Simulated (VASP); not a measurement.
A run of VASP 6.6.1 is set up as follows.

Contents of POSCAR:

```
Sn
1.0
   -0.1914399709      3.2743219881      3.2743219881
    3.2743219881     -0.1914399709      3.2743219881
    3.2743219881      3.2743219881     -0.1914399709
Sn
2
Direct
   -0.0050693258     -0.0050693258     -0.0050693258
    0.2550693258      0.2550693258      0.2550693258
```

INCAR.step1

```
SYSTEM = Sn
  ALGO = Normal
  EDIFF = 1E-5
  ENCUT = 520
  GGA = PE
  ISIF = 2
  ISMEAR = -1
  LASPH = .TRUE.
  LCHARG = .FALSE.
  LREAL = .FALSE.
  LWAVE = .TRUE.
  NBANDS = 21
  NELM = 60
  PREC = Accurate
  SIGMA = 0.02
```

File INCAR.step2:

```
SYSTEM = Sn
  ALGO = Normal
  EDIFF = 1E-6
  ENCUT = 520
  GGA = PE
  HFSCREEN = 0.2079
  ISIF = 2
  ISMEAR = -1
  ISTART = 1
  LASPH = .TRUE.
  LCHARG = .FALSE.
  LHFCALC = .TRUE.
  LREAL = .FALSE.
  LWAVE = .FALSE.
  NBANDS = 21
  NELM = 60
  PREC = Accurate
  PRECFOCK = Normal
  SIGMA = 0.02
```

KPOINTS

```
k-points
0
G
  4 4 4
  0 0 0
```

Potentials or basis: VASP PAW PBE potentials, release 64 (Sn_d).

Command:

```sh
$ cat potpaw_PBE.64/Sn_d/POTCAR > POTCAR
$ cp INCAR.step1 INCAR
$ mpirun -np 1 vasp_std > vasp.out
$ cp INCAR.step2 INCAR
$ mpirun -np 1 vasp_std > vasp.out
```

Predict the pressure.

-2.5 GPa.

What does it give for the largest force?

0.063 eV/Å.

Stress tensor (GPa, compression positive):
```
-2.51  1.23  1.23
 1.23 -2.51  1.23
 1.23  1.23 -2.51
```

Caveat: the k points lie up to 0.40 Å⁻¹ apart; the cell differs from its parent crystal (epitaxial 111 strain +5.5%); the PAW data sets were made with another functional, which shifts forces and pressure a little.
